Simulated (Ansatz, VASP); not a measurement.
# Two plane-wave programs on Ge

Contents of INCAR:

```
SYSTEM = Ge
ALGO     = Normal         ! electronic algorithm
EDIFF    = 1E-6           ! SCF threshold, eV
ENCUT    = 520            ! plane-wave cutoff, eV
GGA      = CA             ! functional
ISIF     = 2              ! what is computed and relaxed
ISMEAR   = 0              ! smearing method
LASPH    = .TRUE.         ! aspherical terms in the spheres
LCHARG   = .FALSE.        ! write CHGCAR
LREAL    = .FALSE.        ! projectors in reciprocal space
LWAVE    = .FALSE.        ! write WAVECAR
NBANDS   = 21             ! bands
NELM     = 100            ! most SCF steps
PREC     = Accurate       ! precision mode
SIGMA    = 0.15           ! smearing width, eV
```

File KPOINTS:

```
k-points
0
G
  16 16 16
  0 0 0
```

File POSCAR:

```
Ge
1.0
    0.0000000000      2.6530465663      2.8188619767
    2.6530465663      0.0000000000      2.8188619767
    2.6530465663      2.6530465663      0.0000000000
Ge
2
Direct
    0.5000000000      0.5000000000      0.5000000000
    0.7500000000      0.7500000000      0.7500000000
```

Input for Ansatz:

```yaml
crystal:
  lattice:
    - [0.0, 2.6530465663, 2.8188619767]
    - [2.6530465663, 0.0, 2.8188619767]
    - [2.6530465663, 2.6530465663, 0.0]
  atoms:
    - { symbol: Ge, position: [0.5, 0.5, 0.5] }
    - { symbol: Ge, position: [0.75, 0.75, 0.75] }
basis:
  ecutwfc: 420
kpoints:
  mp_grid: { grid: [16, 16, 16] }
hamiltonian:
  xc: lda
scf:
  occupations: { method: gaussian, width: 0.15 }
output:
  forces: true
  stress: true
  eigenvalues: true
  write_density: true
  write_potential: true
  elf: true
  volumetric_format: npy
```

Alike in both runs: task single point; functional LDA; k mesh 16 × 16 × 16; occupations gaussian, width 0.15 eV; no spin polarisation.

```csv
,VASP,Ansatz
version,VASP 6.6.1,Ansatz 0.2.0
potentials or method,"VASP PAW LDA potentials, release 64 (Ge_d), cutoff 520 eV","scalar-relativistic, plane waves, PAW"
valence electrons in the cell,28,28
```

```tsv
	VASP	Ansatz	Ansatz less VASP
gap on the k mesh at the Fermi level (eV)	none	none	-
pressure (GPa)	10.9	10.5	-0.35
traceless stress, the component that is largest in VASP (GPa)	-3.55	-3.55	-0.005
```

LDA's correlation is that of Perdew and Zunger in VASP and of Perdew and Wang (1992) in Ansatz. A gap of «none» marks a metal or a gap that the smearing closes.
